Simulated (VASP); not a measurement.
The system is FePt.

```
Pt Fe
1.0
     2.72350    0.00000    0.00000
     0.00000    2.72350    0.00000
     0.00000    0.00000    3.72000
Pt Fe
1 1
Direct
  0.50000 0.50000 0.50000
  0.00000 0.00000 0.00000
```

Base run:

```yaml
Program: VASP 6.6.1
Functional: PBE
Potentials_or_basis: VASP PAW PBE potentials, release 64 (Pt_sv_GW, Fe_sv)
Cutoff: 690 eV
k_mesh: 8 × 8 × 6
Occupations: fermi-dirac, width 0.05 eV
Spin: collinear spin, ferromagnetic start
Starting_moments: "[0.0, 3.8] μB"
Fixed_moment: 3.8 μB
```

Its results: pressure 7.5 GPa; site moments Pt +0.57; Fe +3.10 μB.

Task: The run is repeated on the same cell with these changes: fixed moment from 3.8 μB to 4.5 μB; moments at the start from [0.0, 3.8] to [0.0, 4.5]. What comes out?

Result: Pressure 15.2 GPa; site moments Pt +0.92; Fe +3.33 μB.

Caveats: the total moment is fixed, so each spin has its own Fermi level and the state may be an excited one; the cell stands under pressure (at least some runs); the stress differs along the axes, from 10 to 18 GPa (at least some runs).
